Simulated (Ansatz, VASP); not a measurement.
**MgS: VASP beside Ansatz**

POSCAR

```
MgS
1.0
    0.0000000000      2.8100000000      2.8100000000
    2.8100000000      0.0000000000      2.8100000000
    2.8100000000      2.8100000000      0.0000000000
Mg S
1 1
Direct
    0.0000000000      0.0000000000      0.0000000000
    0.2500000000      0.2500000000      0.2500000000
```

Contents of INCAR.step1:

```
PREC     = Accurate       # precision mode
ENCUT    = 520            # plane-wave cutoff, eV
EDIFF    = 1E-5           # SCF threshold, eV
ISMEAR   = 0              # smearing method
SIGMA    = 0.01           # smearing width, eV
LREAL    = F              # projectors in reciprocal space
LASPH    = T              # aspherical terms in the spheres
NELM     = 120            # most SCF steps
ALGO     = Normal         # electronic algorithm
ISIF     = 2              # what is computed and relaxed
LWAVE    = T              # write WAVECAR
LCHARG   = F              # write CHGCAR
NBANDS   = 11             # bands
GGA      = PE             # functional
GGA_COMPAT= F
```

INCAR.step2

```
PREC     = Accurate       # precision mode
ENCUT    = 520            # plane-wave cutoff, eV
EDIFF    = 1E-6           # SCF threshold, eV
ISMEAR   = 0              # smearing method
SIGMA    = 0.01           # smearing width, eV
LREAL    = F              # projectors in reciprocal space
LASPH    = T              # aspherical terms in the spheres
NELM     = 120            # most SCF steps
ALGO     = Normal         # electronic algorithm
ISIF     = 2              # what is computed and relaxed
LWAVE    = F              # write WAVECAR
LCHARG   = F              # write CHGCAR
GGA      = PE             # functional
LHFCALC  = T              # exact exchange
HFSCREEN = 0.2079         # screening, 1/A
PRECFOCK = Normal       
NBANDS   = 11             # bands
ISTART   = 1            
GGA_COMPAT= F
```

Contents of KPOINTS:

```
regular mesh
0
Gamma
  6 6 6
```

Input for Ansatz:

```yaml
crystal:
  lattice:
    - [0.0, 2.81, 2.81]
    - [2.81, 0.0, 2.81]
    - [2.81, 2.81, 0.0]
  atoms:
    - { symbol: Mg, position: [0.0, 0.0, 0.0] }
    - { symbol: S, position: [0.25, 0.25, 0.25] }
basis:
  ecutwfc: 420
kpoints:
  mp_grid: { grid: [6, 6, 6] }
  band_path:
    path: [[0.0, 0.0, 0.0], [0.0, 0.0, 0.0], [0.5, 0.5, 0.0], [0.5, 0.5, 0.5]]
    npoints: 1
hamiltonian:
  xc: hse06
  pseudopotentials: { kind: paw, azcp: { folder: soft_1 } }
scf:
  occupations: { method: fixed }
  n_extra_bands: 5
output:
  eigenvalues: true
```

Alike in both runs: task single point; functional HSE06; k mesh 6 × 6 × 6; no spin polarisation.

|  | VASP | Ansatz |
| --- | --- | --- |
| version | VASP 6.6.1 | Ansatz 0.2.0 |
| potentials or method | VASP PAW PBE potentials, release 64 (Mg, S), cutoff 520 eV | scalar-relativistic, plane waves, PAW |
| occupations | gaussian, width 0.01 eV | fixed |
| valence electrons in the cell | 8 | 16 |

```csv
,VASP,Ansatz,Ansatz less VASP
gap on the k mesh at the Fermi level (eV),4.63,4.65,+0.017
least direct gap on the mesh (eV),4.63,4.65,+0.017
```

VASP's potentials hold 8 valence electrons a cell and Ansatz's 16, so a difference there can come from the potentials and not from the codes.
